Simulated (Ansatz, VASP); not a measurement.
# C17O in VASP and in Ansatz

File INCAR:

```
  ALGO = Normal
  DIPOL = 0.5 0.5 0.313
  EDIFF = 1E-6
  ENCUT = 520
  GGA = PE
  IDIPOL = 3
  ISIF = 2
  ISMEAR = 0
  IVDW = 12
  LASPH = T
  LCHARG = T
  LDIPOL = T
  LELF = T
  LREAL = Auto
  LVACPOTAV = T
  LVHAR = T
  LWAVE = F
  NBANDS = 52
  NELM = 100
  PREC = Accurate
  SIGMA = 0.05
```

The input KPOINTS:

```
k-points
0
Gamma
  6 6 1
```

Contents of POSCAR:

```
C17O
1.0
    4.9298867130      0.0000000000      0.0000000000
   -0.0081547558      4.4132984516      0.0000000000
    0.0000000000      0.0000000000     23.6650337471
C O
17 1
Direct
    0.3745684085      0.7405378974      0.1690257467
    0.8745684085      0.7405378974      0.1690257467
    0.1243974091      0.6365956441      0.1920114160
    0.6243974091      0.6365956441      0.1920114160
    0.1240513173      0.4291046681      0.2380452569
    0.6240513173      0.4291046681      0.2380452569
    0.3738803179      0.3251624149      0.2610309261
    0.8738803179      0.3251624149      0.2610309261
    0.3735338584      0.1126520408      0.3070664644
    0.8735338584      0.1126520408      0.3070664644
    0.1233638388      0.0072945126      0.3289983678
    0.6233638388      0.0072945126      0.3289983678
    0.1229920122      0.7810454900      0.3748118563
    0.6229920122      0.7810454900      0.3748118563
    0.3728273188      0.6826774530      0.3936201337
    0.8728273188      0.6826774530      0.3936201337
    0.4978273188      0.9326774530      0.5774356332
    0.4978273188      0.9326774530      0.5288407310
```

Input for Ansatz:

```yaml
crystal:
  lattice:
    - [4.929886713, 0.0, 0.0]
    - [-0.0081547558, 4.4132984516, 0.0]
    - [0.0, 0.0, 23.6650337471]
  atoms:
    - { symbol: C, position: [0.3745684085, 0.7405378974, 0.1690257467] }
    - { symbol: C, position: [0.8745684085, 0.7405378974, 0.1690257467] }
    - { symbol: C, position: [0.1243974091, 0.6365956441, 0.192011416] }
    - { symbol: C, position: [0.6243974091, 0.6365956441, 0.192011416] }
    - { symbol: C, position: [0.1240513173, 0.4291046681, 0.2380452569] }
    - { symbol: C, position: [0.6240513173, 0.4291046681, 0.2380452569] }
    - { symbol: C, position: [0.3738803179, 0.3251624149, 0.2610309261] }
    - { symbol: C, position: [0.8738803179, 0.3251624149, 0.2610309261] }
    - { symbol: C, position: [0.3735338584, 0.1126520408, 0.3070664644] }
    - { symbol: C, position: [0.8735338584, 0.1126520408, 0.3070664644] }
    - { symbol: C, position: [0.1233638388, 0.0072945126, 0.3289983678] }
    - { symbol: C, position: [0.6233638388, 0.0072945126, 0.3289983678] }
    - { symbol: C, position: [0.1229920122, 0.78104549, 0.3748118563] }
    - { symbol: C, position: [0.6229920122, 0.78104549, 0.3748118563] }
    - { symbol: C, position: [0.3728273188, 0.682677453, 0.3936201337] }
    - { symbol: C, position: [0.8728273188, 0.682677453, 0.3936201337] }
    - { symbol: O, position: [0.4978273188, 0.932677453, 0.528840731] }
    - { symbol: C, position: [0.4978273188, 0.932677453, 0.5774356332] }
basis:
  ecutwfc: 420
kpoints:
  mp_grid: { grid: [6, 6, 1] }
hamiltonian:
  xc: pbe
  pseudopotentials: { kind: paw, azcp: { folder: soft_1 } }
  dispersion: d3bj
scf:
  occupations: { method: gaussian, width: 0.05 }
output:
  forces: true
  eigenvalues: true
efield:
  axis: 3
  dipole_correction: true
  ramp_width: 0.04
```

Alike in both runs: task single point; functional PBE; dispersion D3(BJ); k mesh 6 × 6 × 1; occupations gaussian, width 0.05 eV; no spin polarisation.

```csv
,VASP,Ansatz
version,VASP 6.6.1,Ansatz 0.2.0
potentials or method,"VASP PAW PBE potentials, release 64 (C, O), cutoff 520 eV","scalar-relativistic, plane waves, PAW"
valence electrons in the cell,74,74
```

|  | VASP | Ansatz | Ansatz less VASP |
| --- | --- | --- | --- |
| gap on the k mesh at the Fermi level (eV) | none | none | - |
| rms of the force components (eV/Å) | 0.738 | 0.789 | +0.0513 |
| work function, face that differs most (eV) | 5.98 | 6.01 | +0.036 |

A gap of «none» marks a metal or a gap that the smearing closes.

Noted on VASP's run: the standard files for N, O and F lose accuracy on very short bonds.
